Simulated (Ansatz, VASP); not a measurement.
**Two plane-wave programs on Mo**

File INCAR:

```
SYSTEM = Mo
  PREC = Accurate
  ENCUT = 600
  EDIFF = 1E-6
  ISMEAR = 1
  SIGMA = 0.1
  LREAL = .False.
  LASPH = .True.
  NELM = 100
  ALGO = Normal
  ISIF = 3
  LWAVE = .False.
  LCHARG = .False.
  GGA = PS
  IBRION = 2
  NSW = 60
  EDIFFG = -0.005
```

The input KPOINTS:

```
Automatic mesh
0
Gamma
  24 24 24
  0 0 0
```

File POSCAR:

```
Mo
1.0
   -1.5750000000      1.5750000000      1.5750000000
    1.5750000000     -1.5750000000      1.5750000000
    1.5750000000      1.5750000000     -1.5750000000
Mo
1
Direct
    0.0000000000      0.0000000000      0.0000000000
```

Input for Ansatz:

```yaml
crystal:
  lattice:
    - [-1.575, 1.575, 1.575]
    - [1.575, -1.575, 1.575]
    - [1.575, 1.575, -1.575]
  atoms:
    - { symbol: Mo, position: [0.0, 0.0, 0.0] }
kpoints:
  mp_grid: { grid: [24, 24, 24] }
scf:
  occupations: { method: cold, width: 0.1 }
hamiltonian:
  xc: pbesol
  pseudopotentials: { kind: paw }
output:
  forces: true
  stress: true
  populations: false
relax:
  f_tol: 0.005
  max_steps: 40
  cell: {}
```

Alike in both runs: task relaxation of cell and atoms; functional PBEsol; k mesh 24 × 24 × 24; no spin polarisation.

```csv
,VASP,Ansatz
version,VASP 6.6.1,Ansatz 0.2.0
potentials or method,"VASP PAW PBE potentials, release 64 (Mo_sv)","plane-wave PAW, scalar-relativistic"
plane-wave cutoff (eV),600,420
occupations,"methfessel-paxton of order 1, width 0.1 eV","cold, width 0.1 eV"
valence electrons in the cell,14,14
```

|  | VASP | Ansatz | Ansatz less VASP |
| --- | --- | --- | --- |
| relaxed volume (Å³/atom) | 15.35 | 15.32 | -0.025 |
| relaxed cell length with the largest relative difference (Å) | 2.712 | 2.710 | -0.0015 |

VASP's potentials were made for PBE, not for PBEsol.
